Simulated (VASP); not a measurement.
Set up this calculation in VASP 6.6.1, as the native input.

| Item | Value |
| --- | --- |
| Task | single point |
| Functional | PBEsol |
| Potentials or basis | VASP PAW PBE potentials, release 64 (Si, O) |
| Cutoff | 520 eV |
| k mesh | 6 × 6 × 10 |
| Occupations | fermi-dirac, width 0.02 eV |
| Spin | no spin polarisation |
| Dipole correction | no |
| Further INCAR settings | ALGO = Normal; EDIFF = 1e-06; NBANDS = 25 |

The structure of SiO2 (Stishovite) lies in POSCAR:

```
SiO2
1.0
    4.1944530069      0.0000000000      0.0000000000
    0.0000000000      4.1944530069      0.0000000000
    0.0000000000      0.0000000000      2.6782575303
Si O
2 4
Direct
    0.0000000000      0.0000000000      0.0000000000
    0.5000000000      0.5000000000      0.5000000000
    0.3060534574      0.3060534574      0.0000000000
    0.1939465426      0.8060534574      0.5000000000
    0.6939465426      0.6939465426      0.0000000000
    0.8060534574      0.1939465426      0.5000000000
```

These files were run (other wordings do the same):

INCAR

```
ALGO     = Normal         # electronic algorithm
EDIFF    = 1E-6           # SCF threshold, eV
ENCUT    = 520            # plane-wave cutoff, eV
GGA      = PS             # functional
ISIF     = 2              # what is computed and relaxed
ISMEAR   = -1             # smearing method
LASPH    = T              # aspherical terms in the spheres
LCHARG   = F              # write CHGCAR
LREAL    = F              # projectors in reciprocal space
LWAVE    = F              # write WAVECAR
NBANDS   = 25             # bands
NELM     = 80             # most SCF steps
PREC     = Accurate       # precision mode
SIGMA    = 0.02           # smearing width, eV
```

KPOINTS

```
k-points
0
Gamma
  6 6 10
```

Potentials or basis: VASP PAW PBE potentials, release 64 (Si, O).

Launch:

```sh
$ cat potpaw_PBE.64/Si/POTCAR potpaw_PBE.64/O/POTCAR > POTCAR
$ mpirun -np 1 vasp_std > vasp.out
```

It gave:

- Pressure: 0.7 GPa
- Largest force: 0.035 eV/Å
- Band gap on the k mesh: 5.36 eV, direct

Caveat: the PAW data sets were made with another functional, which shifts forces and pressure a little.

It took 17 s on 1 thread of Intel(R) Xeon(R) 6975P-C (Granite Rapids), with other jobs on the host, peak memory 0.18 GiB.
